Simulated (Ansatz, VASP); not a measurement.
**One calculation of KF, two programs**

Contents of INCAR:

```
ALGO     = Normal         # electronic algorithm
EDIFF    = 1E-6           # SCF threshold, eV
ENCUT    = 520            # plane-wave cutoff, eV
GGA      = PE             # functional
ISIF     = 2              # what is computed and relaxed
ISMEAR   = 0              # smearing method
LASPH    = True           # aspherical terms in the spheres
LCHARG   = False          # write CHGCAR
LREAL    = False          # projectors in reciprocal space
LWAVE    = False          # write WAVECAR
NBANDS   = 15             # bands
NELM     = 60             # most SCF steps
PREC     = Accurate       # precision mode
SIGMA    = 0.05           # smearing width, eV
```

KPOINTS

```
k-points
0
Gamma
  8 8 8
```

Contents of POSCAR:

```
KF
1.0
   -0.0291906759      2.7246466776      2.7246466776
    2.7246466776     -0.0291906759      2.7246466776
    2.7246466776      2.7246466776     -0.0291906759
K F
1 1
Direct
    0.0000000000      0.0000000000      0.0000000000
    0.5000000000      0.5000000000      0.5000000000
```

Input for Ansatz:

```yaml
crystal:
  lattice:
    - [-0.0291906759, 2.7246466776, 2.7246466776]
    - [2.7246466776, -0.0291906759, 2.7246466776]
    - [2.7246466776, 2.7246466776, -0.0291906759]
  atoms:
    - { symbol: K, position: [0.0, 0.0, 0.0] }
    - { symbol: F, position: [0.5, 0.5, 0.5] }
basis:
  ecutwfc: 520.0
kpoints:
  mp_grid: { grid: [8, 8, 8] }
hamiltonian:
  xc: pbe
scf:
  occupations: { method: gaussian, width: 0.05 }
output:
  forces: true
  stress: true
  eigenvalues: true
```

Alike in both runs: task single point; functional PBE; k mesh 8 × 8 × 8; occupations gaussian, width 0.05 eV; no spin polarisation.

|  | VASP | Ansatz |
| --- | --- | --- |
| version | VASP 6.6.1 | Ansatz 0.2.0 |
| potentials or method | VASP PAW PBE potentials, release 64 (K_sv, F), cutoff 520 eV | scalar-relativistic, plane waves, PAW |
| valence electrons in the cell | 16 | 16 |

```csv
,VASP,Ansatz,Ansatz less VASP
gap on the k mesh at the Fermi level (eV),5.78,5.79,+0.014
least direct gap on the mesh (eV),5.78,5.79,+0.014
pressure (GPa),-0.9,-0.9,+0.01
"traceless stress, the component that is largest in VASP (GPa)",0.14,0.14,+0.001
```

With one functional, cell and mesh, what is left measures potentials, basis and numerics.
